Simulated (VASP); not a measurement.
Write the native input for VASP 6.6.1 that does the following.

```
Task                   : single point
Functional             : r2SCAN
Potentials or basis    : VASP PAW PBE potentials, release 64 (Mg_sv, O)
Cutoff                 : 920 eV
k mesh                 : 6 × 6 × 6
Occupations            : fermi-dirac, width 0.05 eV
Spin                   : no spin polarisation
Dipole correction      : no
Further INCAR settings : ALGO = Normal; EDIFF = 1e-06; NBANDS = 15
```

Crystal: MgO.

```
CELL_PARAMETERS angstrom
2.62335 0.00000 0.00000
0.00000 2.62335 0.00000
0.00000 0.00000 2.62335
ATOMIC_POSITIONS crystal
Mg 0.00000 0.00000 0.00000
O 0.50000 0.50000 0.50000
```

One way to write it, as run:

POSCAR

```
MgO
1.0
    2.6233491278      0.0000000000      0.0000000000
    0.0000000000      2.6233491278      0.0000000000
    0.0000000000      0.0000000000      2.6233491278
Mg O
1 1
Direct
    0.0000000000      0.0000000000      0.0000000000
    0.5000000000      0.5000000000      0.5000000000
```

INCAR.step1

```
  ALGO = Normal
  EDIFF = 1E-5
  ENCUT = 920
  GGA = PE
  GGA_COMPAT = F
  ISMEAR = -1
  LASPH = T
  LCHARG = F
  LREAL = F
  LWAVE = T
  NBANDS = 15
  NELM = 120
  PREC = Accurate
  SIGMA = 0.05
```

INCAR.step2

```
  ALGO = Normal
  EDIFF = 1E-6
  ENCUT = 920
  GGA_COMPAT = F
  ISIF = 2
  ISMEAR = -1
  ISTART = 1
  LASPH = T
  LCHARG = F
  LMIXTAU = T
  LREAL = F
  LWAVE = F
  METAGGA = R2SCAN
  NBANDS = 15
  NELM = 120
  PREC = Accurate
  SIGMA = 0.05
```

KPOINTS

```
k-points
0
Gamma
  6 6 6
```

Potentials or basis: VASP PAW PBE potentials, release 64 (Mg_sv, O).

Run with:

```sh
$ cat potpaw_PBE.64/Mg_sv/POTCAR potpaw_PBE.64/O/POTCAR > POTCAR
$ cp INCAR.step1 INCAR
$ mpirun -np 1 vasp_std > vasp.out
$ cp INCAR.step2 INCAR
$ mpirun -np 1 vasp_std > vasp.out
```

Results of the run:

```
Pressure               : 0.7 GPa
Band gap on the k mesh : 3.51 eV (least direct gap 4.57 eV)
```

Caveat: the structure was generated, so it needn't be the stable form of MgO; the PAW data sets were made with another functional, which shifts forces and pressure a little.

It took 55 s on 1 thread of Intel(R) Xeon(R) Platinum 8259CL CPU @ 2.50GHz (Skylake/Cascade Lake), on a shared host, peak memory 0.16 GiB.
